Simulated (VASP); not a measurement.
Here is a VASP 6.6.1 calculation.

The input INCAR:

```
PREC = Accurate
ENCUT = 520
EDIFF = 1E-6
ISMEAR = 0
SIGMA = 0.05
LREAL = False
LASPH = True
NELM = 60
ALGO = Normal
ISIF = 2
LWAVE = False
LCHARG = False
LDIPOL = True
IDIPOL = 3
DIPOL = 0.5 0.5 0.320
GGA = PE
IVDW = 12
NBANDS = 42
```

KPOINTS

```
Automatic mesh
0
Gamma
  7 5 1
```

Contents of POSCAR:

```
Ga3As3CO
1.0
    4.0137031111      0.0000000000      0.0000000000
    0.0000000000      5.6762333751      0.0000000000
    0.0000000000      0.0000000000     23.3352699083
Ga As O C
3 3 1 1
Direct
    0.5000000000      0.5000000000      0.1714143447
    0.0000000000      0.0653835255      0.2680035048
    0.5000000000      0.4894639609      0.3228546357
    0.0000000000      0.2500000000      0.1714143447
    0.5000000000      0.8102208698      0.2504948966
    0.0000000000      0.2887573198      0.3593388866
    0.3333333333      0.7887573198      0.4836142866
    0.3333333333      0.7887573198      0.5328959107
```

Potentials or basis: VASP PAW PBE potentials, release 64 (Ga_d, As, O, C).

Launch:

```console
$ cat potpaw_PBE.64/Ga_d/POTCAR potpaw_PBE.64/As/POTCAR potpaw_PBE.64/O/POTCAR potpaw_PBE.64/C/POTCAR > POTCAR
$ mpirun -np 1 vasp_std > vasp.out
```

Q: Predict the dispersion energy per atom.

A: -0.159 eV.

Q: What does it give for the band gap on the k mesh?

A: 0.40 eV (least direct gap 0.76 eV).

Forces on the atoms (eV/Å):
```
Ga   0.000 -0.309  1.032
Ga  -0.001 -0.011  0.022
Ga  -0.001  0.012  0.023
As   0.000  0.315 -1.060
As   0.000  0.009 -0.014
As  -0.002 -0.012  0.048
O    0.007 -0.009  0.681
C   -0.002  0.004 -0.732
```

Caveat: semilocal functionals underestimate gaps, and a narrow one can read as zero.
